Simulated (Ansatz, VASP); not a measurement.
# One calculation of CdInC4N4, two programs

Contents of INCAR:

```
PREC = Accurate ; ENCUT = 520
EDIFF = 1E-6 ; ISMEAR = 0
SIGMA = 0.1 ; LREAL = F
LASPH = T ; NELM = 150
ALGO = Normal ; ISIF = 2
LWAVE = F ; LCHARG = F
ISPIN = 2 ; MAGMOM = 0 0 1 1 1 1 1 1 1 1
LORBIT = 11 ; GGA = PE
NBANDS = 46
```

The input KPOINTS:

```
Automatic mesh
0
Gamma
  4 4 4
```

File POSCAR:

```
CdInC4N4
1.0
    6.0835397900      0.0000000000      0.0000000000
    0.0000000000      6.0835397900      0.0000000000
    0.0000000000      0.0000000000      6.0835397900
Cd In C N
1 1 4 4
Direct
    0.5000000000      0.5000000000      0.5000000000
    0.0000000000      0.0000000000      0.0000000000
    0.1899022500      0.1899022500      0.1899022500
    0.1899022500      0.8100977500      0.8100977500
    0.8100977500      0.1899022500      0.8100977500
    0.8100977500      0.8100977500      0.1899022500
    0.3009395500      0.3009395500      0.3009395500
    0.3009395500      0.6990604500      0.6990604500
    0.6990604500      0.3009395500      0.6990604500
    0.6990604500      0.6990604500      0.3009395500
```

Input for Ansatz:

```yaml
crystal:
  lattice:
    - [6.08353979, 0.0, 0.0]
    - [0.0, 6.08353979, 0.0]
    - [0.0, 0.0, 6.08353979]
  atoms:
    - { symbol: Cd, position: [0.5, 0.5, 0.5] }
    - { symbol: In, position: [0.0, 0.0, 0.0] }
    - { symbol: C, position: [0.18990225, 0.18990225, 0.18990225], spin: 1.0 }
    - { symbol: C, position: [0.18990225, 0.81009775, 0.81009775], spin: 1.0 }
    - { symbol: C, position: [0.81009775, 0.18990225, 0.81009775], spin: 1.0 }
    - { symbol: C, position: [0.81009775, 0.81009775, 0.18990225], spin: 1.0 }
    - { symbol: "N", position: [0.30093955, 0.30093955, 0.30093955], spin: 1.0 }
    - { symbol: "N", position: [0.30093955, 0.69906045, 0.69906045], spin: 1.0 }
    - { symbol: "N", position: [0.69906045, 0.30093955, 0.69906045], spin: 1.0 }
    - { symbol: "N", position: [0.69906045, 0.69906045, 0.30093955], spin: 1.0 }
basis:
  ecutwfc: 420
kpoints:
  mp_grid: { grid: [4, 4, 4] }
hamiltonian:
  xc: pbe
scf:
  occupations: { method: gaussian, width: 0.1 }
  lower_state_search: "off"
output:
  forces: true
  stress: true
  eigenvalues: true
  populations: true
magnetization:
  spin_polarized: true
```

Alike in both runs: task single point; functional PBE; k mesh 4 × 4 × 4; occupations gaussian, width 0.1 eV; collinear spin.

|  | VASP | Ansatz |
| --- | --- | --- |
| version | VASP 6.6.1 | Ansatz 0.2.0 |
| potentials or method | VASP PAW PBE potentials, release 64 (Cd, In_d, C, N), cutoff 520 eV | scalar-relativistic, plane waves, PAW |
| valence electrons in the cell | 61 | 69 |

Ansatz gave:

```
gap on the k mesh at the Fermi level (eV)                     : none
pressure (GPa)                                                : 7.8
rms of the force components (eV/Å)                            : 0.963
net moment per atom (μB)                                      : 0.08
size of the moment on the site where the two differ most (μB) : 0.02
```

Q: Estimate VASP's values.

A: gap on the k mesh at the Fermi level (eV): none; pressure (GPa): 8.3; rms of the force components (eV/Å): 0.795; net moment per atom (μB): 0.08; size of the moment on the site where the two differ most (μB): 0.05.

Site moments also hang on the region over which each program counts them. Atom by atom the forces differ by 0.179 eV/Å (rms over components). A gap of «none» marks a metal or a gap that the smearing closes. VASP's potentials hold 61 valence electrons a cell and Ansatz's 69, so a difference there can come from the potentials and not from the codes. Ansatz's warnings: seeded moment not kept.

Noted on VASP's run: the standard files for N, O and F lose accuracy on very short bonds.
